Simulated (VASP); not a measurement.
# Zn2Si3N (P-3m1) in VASP: further runs, part 2 of 2

VASP 6.6.1.

## Step 5: Single point, PBE

This run uses another cell than the first one, of the same volume but with other edges.

INCAR

```
SYSTEM = Zn2Si3N
  PREC = Accurate
  ENCUT = 520
  EDIFF = 1E-6
  ISMEAR = 0
  SIGMA = 0.1
  LREAL = .FALSE.
  LASPH = .TRUE.
  NELM = 80
  ALGO = Normal
  ISIF = 2
  LWAVE = .FALSE.
  LCHARG = .TRUE.
  GGA = PE
  LELF = .TRUE.
  LVHAR = .TRUE.
  NBANDS = 30
```

KPOINTS

```
regular mesh
0
G
  12 12 4
  0 0 0
```

POSCAR

```
Zn2Si3N
1.0
    2.7802013153      0.0000000000      0.0000000000
   -1.3901006577      2.4077249667      0.0000000000
    0.0000000000      0.0000000000     11.8513083839
Zn Si N
2 3 1
Direct
    0.3333333333      0.6666666667      0.6950929181
    0.6666666667      0.3333333333      0.3049070819
    0.3333333333      0.6666666667      0.1120566375
    0.6666666667      0.3333333333      0.8879433625
    0.0000000000      0.0000000000      0.5000000000
    0.0000000000      0.0000000000      0.0000000000
```

Started as:

```
cat potpaw_PBE.64/Zn/POTCAR potpaw_PBE.64/Si/POTCAR potpaw_PBE.64/N/POTCAR > POTCAR
mpirun -np 1 vasp_std > vasp.out
```

Run time: 1.9 min. Hardware: 1 thread of Intel Xeon Platinum 8488C (Sapphire Rapids), shared host; peak memory 0.3 GiB.

It converged, with:

| Item | Value |
| --- | --- |
| Free energy | -24.6879 eV |
| Pressure | 0.1 GPa |
| Largest force | 0.008 eV/Å |

Forces in eV/Å, atoms in the order of the input:
```
Zn   0.000  0.000 -0.003
Zn   0.000  0.000  0.003
Si   0.000  0.000 -0.008
Si   0.000  0.000  0.008
Si   0.000  0.000  0.000
N    0.000  0.000  0.000
```

Levels at points of the mesh, in eV from the Fermi level:
| k point | band 18 | band 19 | band 20 | band 21 | band 22 | band 23 | band 24 | band 25 |
| --- | --- | --- | --- | --- | --- | --- | --- | --- |
| (0.00, 0.00, 0.00) | -2.88 | -2.88 | 1.12 | 1.74 | 5.10 | 7.09 | 7.29 | 7.29 |
| (0.50, 0.00, 0.00) | -3.78 | -3.54 | -2.70 | -1.19 | 0.18 | 1.03 | 2.32 | 2.43 |
| (0.00, 0.00, 0.50) | -2.88 | -2.01 | -1.24 | 3.69 | 4.25 | 7.29 | 7.29 | 7.81 |
| (0.50, 0.00, 0.50) | -4.01 | -3.66 | -1.68 | -1.47 | -0.11 | 0.30 | 2.57 | 2.66 |

## Step 6: Single point, PBE, collinear spin, ferromagnetic start

INCAR

```
SYSTEM = Zn2Si3N
PREC     = Accurate       ! precision mode
ENCUT    = 520            ! plane-wave cutoff, eV
EDIFF    = 1E-6           ! SCF threshold, eV
ISMEAR   = 0              ! smearing method
SIGMA    = 0.1            ! smearing width, eV
LREAL    = .FALSE.        ! projectors in reciprocal space
LASPH    = .TRUE.         ! aspherical terms in the spheres
NELM     = 150            ! most SCF steps
ALGO     = Normal         ! electronic algorithm
ISIF     = 2              ! what is computed and relaxed
LWAVE    = .FALSE.        ! write WAVECAR
LCHARG   = .FALSE.        ! write CHGCAR
ISPIN    = 2              ! spin polarisation
MAGMOM   = 0 0 0 0 0 1    ! initial moments
LORBIT   = 11             ! projections on sites
GGA      = PE             ! functional
NBANDS   = 34             ! bands
```

KPOINTS

```
regular mesh
0
G
  6 6 2
  0 0 0
```

POSCAR

```
Zn2Si3N
1.0
    2.9547156673      0.0000000000      0.0000000000
   -1.4773578337      2.5588588288      0.0000000000
    0.0000000000      0.0000000000     10.4882696190
Zn Si N
2 3 1
Direct
    0.3333333333      0.6666666667      0.6896206271
    0.6666666667      0.3333333333      0.3103793729
    0.3333333333      0.6666666667      0.1233170167
    0.6666666667      0.3333333333      0.8766829833
    0.0000000000      0.0000000000      0.5000000000
    0.0000000000      0.0000000000      0.0000000000
```

Potentials or basis: VASP PAW PBE potentials, release 64 (Zn, Si, N).

Started as:

```
cat potpaw_PBE.64/Zn/POTCAR potpaw_PBE.64/Si/POTCAR potpaw_PBE.64/N/POTCAR > POTCAR
mpirun -np 1 vasp_std > vasp.out
```

OUTCAR:

```text
SYSTEM = Zn2Si3N
   PREC = Accurate
   ENCUT = 520
   EDIFF = 1E-6
   ISMEAR = 0
   LREAL = .FALSE.
   LASPH = .TRUE.
   NELM = 150
   ISIF = 2
   ISPIN = 2
   LORBIT = 11
   GGA = PE

 ion  position               nearest neighbor table
   1  0.333  0.667  0.690-   4 2.60   4 2.60   4 2.60   5 2.62   5 2.62   5 2.62
   2  0.667  0.333  0.310-   3 2.60   3 2.60   3 2.60   5 2.62   5 2.62   5 2.62
   3  0.333  0.667  0.123-   6 2.14   6 2.14   6 2.14   2 2.60   2 2.60   2 2.60   4 3.10   4 3.10
                             4 3.10
   4  0.667  0.333  0.877-   6 2.14   6 2.14   6 2.14   1 2.60   1 2.60   1 2.60   3 3.10   3 3.10
                             3 3.10
   5  0.000  0.000  0.500-   1 2.62   2 2.62   1 2.62   2 2.62   2 2.62   1 2.62
   6  0.000  0.000  0.000-   3 2.14   4 2.14   3 2.14   4 2.14   4 2.14   3 2.14

[... 1210 lines left out ...]
     -0.00000      1.70591      7.23293        -0.000000      0.000000     -0.002811
      1.47736      0.85295      3.25534         0.000000      0.000000      0.002811
     -0.00000      1.70591      1.29338         0.000000     -0.000000     -0.011055
      1.47736      0.85295      9.19489         0.000000      0.000000      0.011055
      0.00000      0.00000      5.24413         0.000000      0.000000      0.000000
      0.00000      0.00000      0.00000         0.000000      0.000000      0.000000
 -----------------------------------------------------------------------------------
    total drift:                                0.000000     -0.000000      0.000000

  FREE ENERGIE OF THE ION-ELECTRON SYSTEM (eV)
  ---------------------------------------------------
  free  energy   TOTEN  =       -24.4687369720 eV

  energy  without entropy=      -24.4650527830  energy(sigma->0) =      -24.46689488

 total charge

# of ion       s       p       d       tot
------------------------------------------
    1        0.608   0.492   9.742  10.842
    2        0.608   0.492   9.742  10.842
    3        0.825   0.671   0.000   1.497
    4        0.825   0.671   0.000   1.497
    5        0.817   0.736   0.000   1.553
    6        1.289   2.358   0.000   3.647
--------------------------------------------------
tot          4.972   5.420  19.483  29.876

 magnetization (x)

# of ion       s       p       d       tot
------------------------------------------
    1       -0.000  -0.000   0.000  -0.000
    2       -0.000  -0.000   0.000  -0.000
    3        0.000   0.000   0.000   0.000
    4        0.000   0.000   0.000   0.000
    5       -0.000  -0.000   0.000  -0.000
    6        0.000  -0.000   0.000  -0.000
--------------------------------------------------
tot          0.000  -0.000   0.000   0.000
```

OSZICAR:

```text
N       E                     dE             d eps       ncg     rms          rms(c)
DAV:   1     0.248376394173E+03    0.24838E+03   -0.18063E+04  1912   0.144E+03
DAV:   2     0.667910467236E+00   -0.24771E+03   -0.23207E+03  1920   0.323E+02
DAV:   3    -0.251195580502E+02   -0.25787E+02   -0.24810E+02  2260   0.948E+01
DAV:   4    -0.259629678367E+02   -0.84341E+00   -0.83893E+00  2266   0.163E+01
DAV:   5    -0.259732825337E+02   -0.10315E-01   -0.10310E-01  2294   0.196E+00    0.105E+01
DAV:   6    -0.245683163592E+02    0.14050E+01   -0.70177E+00  2756   0.471E+01    0.730E+00
DAV:   7    -0.244653857427E+02    0.10293E+00   -0.18595E+00  2418   0.133E+01    0.385E+00
DAV:   8    -0.244696683657E+02   -0.42826E-02   -0.32846E-01  2188   0.294E+00    0.135E+00
DAV:   9    -0.244681333137E+02    0.15351E-02   -0.36627E-02  2302   0.972E-01    0.339E-01
DAV:  10    -0.244684668537E+02   -0.33354E-03   -0.49580E-03  2482   0.395E-01    0.192E-01
DAV:  11    -0.244686728995E+02   -0.20605E-03   -0.83738E-04  2240   0.164E-01    0.106E-01
DAV:  12    -0.244687300634E+02   -0.57164E-04   -0.14280E-04  2408   0.622E-02    0.267E-02
DAV:  13    -0.244687373428E+02   -0.72794E-05   -0.27068E-05  2306   0.413E-02    0.132E-02
DAV:  14    -0.244687369720E+02    0.37084E-06   -0.23276E-06  1978   0.843E-03
   1 F= -.24468737E+02 E0= -.24466895E+02  d E =-.368419E-02  mag=     0.0002
```

stdout:

```text
POSCAR found type information on POSCAR ZnSiN
 POSCAR found :  3 types and       6 ions
 scaLAPACK will be used
 LDA part: xc-table for (Slater+PW92), standard interpolation
 POSCAR, INCAR and KPOINTS ok, starting setup
 FFT: planning ... GRIDC
 FFT: planning ... GRID_SOFT
 FFT: planning ... GRID
 WAVECAR not read
 entering main loop
```

Wall time 51 s (1 thread of Intel Xeon Platinum 8488C (Sapphire Rapids), shared host); peak memory 0.26 GiB.

What came out:

* Free energy: -24.4687 eV
* Pressure: 0.1 GPa
* Largest force: 0.011 eV/Å
* Net moment: 0.00 μB per cell
* Valence electrons inside the program's atomic spheres: Zn 10.84; Si 1.50, 1.55; N 3.65

Forces in eV/Å, atoms in the order of the input:
```
Zn   0.000  0.000 -0.003
Zn   0.000  0.000  0.003
Si   0.000  0.000 -0.011
Si   0.000  0.000  0.011
Si   0.000  0.000  0.000
N    0.000  0.000  0.000
```

Levels at points of the mesh, in eV from the Fermi level:
Spin up:
```
           k point  band 19  band 20  band 21  band 22  band 23  band 24
(0.00, 0.00, 0.00)    -1.68     2.16     3.75     5.37     5.37     6.85
(0.50, 0.00, 0.00)    -3.36    -2.94    -1.31     0.61     1.21     2.99
(0.00, 0.00, 0.50)     0.15     0.77     4.39     5.37     5.37     6.12
(0.50, 0.00, 0.50)    -4.08    -1.39    -1.35     0.26     0.92     2.68
```
Spin down:
```tsv
k point	band 19	band 20	band 21	band 22	band 23	band 24
(0.00, 0.00, 0.00)	-1.68	2.16	3.75	5.37	5.37	6.85
(0.50, 0.00, 0.00)	-3.36	-2.94	-1.31	0.61	1.21	2.99
(0.00, 0.00, 0.50)	0.15	0.77	4.39	5.37	5.37	6.12
(0.50, 0.00, 0.50)	-4.08	-1.39	-1.35	0.26	0.92	2.68
```

Caveat: the k points lie up to 0.41 Å⁻¹ apart.

## Step 7: Single point, PBE, collinear spin, ferromagnetic start

This run uses another cell than the first one, of 13.90 Å³/atom, 1.052 times its volume.

INCAR

```
PREC = Accurate ; ENCUT = 520
EDIFF = 1E-7 ; ISMEAR = 0
SIGMA = 0.1 ; LREAL = F
LASPH = T ; NELM = 150
ALGO = Normal ; ISIF = 2
LWAVE = F ; LCHARG = T
ISPIN = 2 ; MAGMOM = 0 0 0 0 0 1
LORBIT = 11 ; GGA = PE
LELF = T ; LVHAR = T
NBANDS = 34
```

KPOINTS

```
Automatic mesh
0
Gamma
  6 6 2
```

POSCAR

```
Zn2Si3N
1.0
    3.3999560600      0.0000000000      0.0000000000
   -1.6999780300      2.9444483200      0.0000000000
    0.0000000000      0.0000000000      8.3308363100
Zn Si N
2 3 1
Direct
    0.3333333300      0.6666666700      0.6638077500
    0.6666666700      0.3333333300      0.3361922500
    0.3333333300      0.6666666700      0.1732381300
    0.6666666700      0.3333333300      0.8267618700
    0.0000000000      0.0000000000      0.5000000000
    0.0000000000      0.0000000000      0.0000000000
```

Started as:

```
cat potpaw_PBE.64/Zn/POTCAR potpaw_PBE.64/Si/POTCAR potpaw_PBE.64/N/POTCAR > POTCAR
mpirun -np 1 vasp_std > vasp.out
```

Wall time 71 s (1 thread of Intel Xeon Platinum 8488C (Sapphire Rapids), shared host); peak memory 0.26 GiB.

It converged, with:

- Free energy: -21.6322 eV
- Pressure: 6.0 GPa
- Largest force: 3.278 eV/Å
- Net moment: 0.00 μB per cell
- Valence electrons inside the program's atomic spheres: Zn 11.11; Si 1.50, 1.69; N 3.44

Forces on the atoms (eV/Å):
```
Zn   0.000  0.000 -0.159
Zn   0.000  0.000  0.159
Si   0.000  0.000 -3.278
Si   0.000  0.000  3.278
Si   0.000  0.000  0.000
N    0.000  0.000  0.000
```

Stress tensor (GPa, compression positive):
```
6.76 0.00 0.00
0.00 6.76 0.00
0.00 0.00 4.37
```

Levels at points of the mesh, in eV from the Fermi level:
Spin up:
```csv
k point,band 18,band 19,band 20,band 21,band 22,band 23,band 24,band 25
"(0.00, 0.00, 0.00)",0.28,0.60,2.94,2.94,2.94,2.94,4.25,4.25
"(0.50, 0.00, 0.00)",-2.45,-2.35,-1.15,-0.29,0.16,1.02,1.91,2.74
"(0.00, 0.00, 0.50)",-1.52,2.12,2.83,2.83,3.45,3.45,3.50,3.50
"(0.50, 0.00, 0.50)",-3.62,-2.66,-0.75,-0.19,0.09,2.06,2.56,3.45
```
Spin down:
```
           k point  band 19  band 20  band 21  band 22  band 23  band 24
(0.00, 0.00, 0.00)     0.60     2.94     2.94     2.94     2.94     4.25
(0.50, 0.00, 0.00)    -2.35    -1.15    -0.29     0.16     1.02     1.91
(0.00, 0.00, 0.50)     2.12     2.83     2.83     3.45     3.45     3.50
(0.50, 0.00, 0.50)    -2.66    -0.75    -0.19     0.09     2.06     2.56
```

Caveat: the k points lie up to 0.38 Å⁻¹ apart; forces of over 1 eV/Å act on the atoms, so gaps and moduli don't describe the material at rest.

## Step 8: The runs side by side

| task | spin | cell | k mesh | cutoff (eV) | gap on the mesh (eV) | pressure (GPa) | moment (μB) | largest force (eV/Å) |
| --- | --- | --- | --- | --- | --- | --- | --- | --- |
| single point | off | a = 2.955, b = 2.955, c = 10.488 Å, angles 90.0, 90.0, 120.0°, 6 atoms | 6 × 6 × 2 | 520 | none | 0.1 | - | 0.01 |
| single point | off | a = 3.400, b = 3.400, c = 8.331 Å, angles 90.0, 90.0, 120.0°, 6 atoms | 6 × 6 × 2 | 520 | none | 6.0 | - | 3.28 |
| relaxation of cell and atoms | off | relaxed from a = 3.400, b = 3.400, c = 8.331 Å, angles 90.0, 90.0, 120.0°, 6 atoms | 6 × 6 × 2 | 600 | none | 0.2 | - | 0.01 |
| single point | off | a = 2.780, b = 2.780, c = 11.851 Å, angles 90.0, 90.0, 120.0°, 6 atoms | 12 × 12 × 4 | 520 | none | 0.1 | - | 0.01 |
| single point | collinear, ferromagnetic start | a = 2.955, b = 2.955, c = 10.488 Å, angles 90.0, 90.0, 120.0°, 6 atoms | 6 × 6 × 2 | 520 | none | 0.1 | 0.00 | 0.01 |
| single point | collinear, ferromagnetic start | a = 3.400, b = 3.400, c = 8.331 Å, angles 90.0, 90.0, 120.0°, 6 atoms | 6 × 6 × 2 | 520 | none | 6.0 | 0.00 | 3.28 |

Alike in all rows: level PBE; potentials or basis VASP PAW PBE potentials, release 64 (Zn, Si, N); smearing gaussian 0.1 eV.

Caveats: some runs use coarse meshes; forces of over 1 eV/Å act on the atoms, so gaps and moduli don't describe the material at rest (some runs).

Absolute energies hang on the potentials; compare differences alone.
